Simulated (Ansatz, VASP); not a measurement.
## SrTiO3 in VASP and in Ansatz

Contents of POSCAR:

```
SrTiO3
1.0
    4.0631255616      0.0000000000      0.0000000000
    0.0000000000      4.0631255616      0.0000000000
    0.0000000000      0.0000000000      4.0631255616
Sr Ti O
1 1 3
Direct
    0.0000000000      0.0000000000      0.0000000000
    0.5000000000      0.5000000000      0.5000000000
    0.5000000000      0.5000000000      0.0000000000
    0.5000000000      0.0000000000      0.5000000000
    0.0000000000      0.5000000000      0.5000000000
```

The input INCAR.step1:

```
PREC = Accurate
ENCUT = 520
EDIFF = 1E-5
ISMEAR = 0
SIGMA = 0.01
LREAL = False
LASPH = True
NELM = 60
ALGO = Normal
ISIF = 2
LWAVE = True
LCHARG = False
NBANDS = 28
GGA = PE
```

INCAR.step2

```
PREC = Accurate
ENCUT = 520
EDIFF = 1E-6
ISMEAR = 0
SIGMA = 0.01
LREAL = False
LASPH = True
NELM = 60
ALGO = Normal
ISIF = 2
LWAVE = False
LCHARG = False
GGA = PE
LHFCALC = True
HFSCREEN = 0.2079
PRECFOCK = Fast
NBANDS = 28
ISTART = 1
```

Contents of KPOINTS:

```
regular mesh
0
Gamma
  4 4 4
```

Input for Ansatz:

```yaml
crystal:
  lattice:
    - [4.0631255616, 0.0, 0.0]
    - [0.0, 4.0631255616, 0.0]
    - [0.0, 0.0, 4.0631255616]
  atoms:
    - { symbol: Sr, position: [0.0, 0.0, 0.0] }
    - { symbol: Ti, position: [0.5, 0.5, 0.5] }
    - { symbol: O, position: [0.5, 0.5, 0.0] }
    - { symbol: O, position: [0.5, 0.0, 0.5] }
    - { symbol: O, position: [0.0, 0.5, 0.5] }
kpoints:
  mp_grid: { grid: [4, 4, 4] }
  band_path:
    path: [[0.0, 0.0, 0.0], [0.0, 0.5, 0.0], [0.5, 0.5, 0.0], [0.5, 0.5, 0.5]]
    npoints: 1
hamiltonian:
  xc: hse06
scf:
  occupations: { method: fixed }
  n_extra_bands: 5
output:
  forces: true
  stress: true
  eigenvalues: true
```

Change from the starting cell: hydrostatic strain +4.0%.

Alike in both runs: task single point; functional HSE06; k mesh 4 × 4 × 4; no spin polarisation.

|  | VASP | Ansatz |
| --- | --- | --- |
| version | VASP 6.6.1 | Ansatz 0.2.0 |
| potentials or method | VASP PAW PBE potentials, release 64 (Sr_sv, Ti_sv, O) | plane waves, PAW |
| plane-wave cutoff (eV) | 520 | 420 |
| occupations | gaussian, width 0.01 eV | fixed |
| valence electrons in the cell | 40 | 40 |

|  | VASP | Ansatz | Ansatz less VASP |
| --- | --- | --- | --- |
| gap on the k mesh at the Fermi level (eV) | 2.98 | 3.01 | +0.030 |
| pressure (GPa) | -18.2 | -18.7 | -0.46 |

Ansatz's warnings: stress exchange threshold loose, stress scf threshold loose.
